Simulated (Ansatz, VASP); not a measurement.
## Si in VASP and in Ansatz

```
CELL_PARAMETERS angstrom
10.86000 0.00000 0.00000
0.00000 10.86000 0.00000
0.00000 0.00000 10.86000
ATOMIC_POSITIONS crystal
Si 0.50246 0.99956 0.00246
Si 0.63107 0.11893 0.13107
Si 0.75044 0.24754 0.00246
Si 0.87473 0.37487 0.12527
Si 0.86893 0.88107 0.13107
Si 0.86893 0.11893 0.36893
Si 0.99754 0.00044 0.00246
Si 0.12487 0.12473 0.12527
Si 0.25029 0.24972 0.00028
Si 0.37599 0.37401 0.12492
Si 0.50028 0.49971 0.00028
Si 0.62527 0.62513 0.12527
Si 0.74956 0.75246 0.00246
Si 0.25000 0.00000 0.25000
Si 0.37513 0.12473 0.37473
Si 0.50246 0.24754 0.25044
Si 0.62527 0.37487 0.37473
Si 0.75000 0.50000 0.25000
Si 0.87473 0.62513 0.37473
Si 0.50246 0.00044 0.49754
Si 0.62527 0.12473 0.62487
Si 0.74956 0.24754 0.49754
Si 0.87508 0.37401 0.62401
Si 0.75000 0.00000 0.75000
Si 0.87473 0.12473 0.87513
Si 0.99972 0.50029 0.00028
Si 0.12401 0.62599 0.12492
Si 0.24971 0.75028 0.00028
Si 0.37513 0.87527 0.12527
Si 0.99754 0.24754 0.24956
Si 0.12401 0.37401 0.37508
Si 0.25000 0.50000 0.25000
Si 0.37599 0.62599 0.37508
Si 0.50246 0.75246 0.24956
Si 0.63107 0.88107 0.36893
Si 0.99754 0.99956 0.49754
Si 0.12401 0.12508 0.62401
Si 0.24971 0.24972 0.49972
Si 0.37490 0.37510 0.62510
Si 0.50028 0.50029 0.49972
Si 0.62492 0.62599 0.62401
Si 0.75044 0.75246 0.49754
Si 0.87473 0.87527 0.62487
Si 0.25000 0.00000 0.75000
Si 0.37599 0.12508 0.87599
Si 0.50028 0.24972 0.75029
Si 0.62492 0.37401 0.87599
Si 0.75000 0.50000 0.75000
Si 0.87508 0.62599 0.87599
Si 0.99754 0.75246 0.25044
Si 0.12487 0.87527 0.37473
Si 0.99972 0.49971 0.49972
Si 0.12510 0.62490 0.62510
Si 0.25029 0.75028 0.49972
Si 0.37599 0.87492 0.62401
Si 0.99972 0.24972 0.74971
Si 0.12510 0.37510 0.87490
Si 0.25000 0.50000 0.75000
Si 0.37490 0.62490 0.87490
Si 0.50028 0.75028 0.74971
Si 0.62527 0.87527 0.87513
Si 0.99972 0.75028 0.75029
Si 0.12401 0.87492 0.87599
```

Alike in both runs: functional PBE; k mesh 1 × 1 × 1; occupations gaussian, width 0.02 eV; no spin polarisation.

Ansatz relaxed the structure, and its values are those at the end. VASP's run is a single point on that final structure, the one shown.

|  | VASP | Ansatz |
| --- | --- | --- |
| version | VASP 6.6.1 | Ansatz 0.2.0 |
| potentials or method | VASP PAW PBE potentials, release 64 (Si), cutoff 520 eV | scalar-relativistic, plane waves, PAW |
| valence electrons in the cell | 252 | 252 |

```csv
,VASP,Ansatz,Ansatz less VASP
rms of the force components (eV/Å),0.009,0.010,+0.0006
```

The functional is the same, so the differences come from potentials, cutoffs and numerics.
